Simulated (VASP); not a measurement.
Crystal: GaSb2.

```
Ga Sb
1.0
     3.31684    0.00000    0.00000
     0.00000    3.31684    0.00000
     0.00000    0.00000    6.33709
Ga Sb
1 2
Direct
  0.00000 0.00000 0.00000
  0.50000 0.50000 0.27000
  0.50000 0.50000 0.73000
```

The cell was generated, and may not be a known phase.

| Property | Result |
| --- | --- |
| Program | VASP 6.6.1 |
| Task | relaxation of cell and atoms |
| Functional | PBE |
| Potentials or basis | VASP PAW PBE potentials, release 64 (Ga_d, Sb) |
| Cutoff | 600 eV |
| k mesh | 6 × 6 × 4 |
| Occupations | gaussian, width 0.1 eV |
| Spin | no spin polarisation |

At the start: pressure 11.4 GPa; volume 23.24 Å³/atom.

Q: How do energy, volume and symmetry change on relaxing?

A: Over 11 steps the energy falls by 128.6 meV/atom and the volume is 27.47 Å³/atom (+18.2 %); space group P4/mmm (No. 123, to 0.1 Å) before and after.

The path:
```tsv
step	energy change (eV)	largest force (eV/Å)	pressure (GPa)	volume (Å³)
1	0.0000	0.4578	11.36	69.72
2	-0.3201	0.0323	-2.80	87.70
3	-0.3772	0.0269	0.02	81.77
4	-0.3771	0.0210	-0.12	82.02
5	-0.3803	0.0233	-0.10	82.05
6	-0.3823	0.0755	-0.06	82.08
7	-0.3824	0.0916	-0.08	82.09
8	-0.3833	0.0811	0.09	81.89
9	-0.3838	0.0731	0.23	81.71
10	-0.3845	0.0624	0.13	81.88
11	-0.3857	0.0320	-0.13	82.40
```

Final structure:
```yaml
crystal:
  lattice:
    - [3.54413, 0.00000, 0.00000]
    - [0.00000, 3.54413, 0.00000]
    - [0.00000, 0.00000, 6.55972]
  atoms:
    - { symbol: Ga, position: [0.00000, 0.00000, 0.00000] }
    - { symbol: Sb, position: [0.50000, 0.50000, 0.26899] }
    - { symbol: Sb, position: [0.50000, 0.50000, 0.73101] }
```

Caveat: the volume moved by over 15 % at a fixed basis, so the end points are rough.
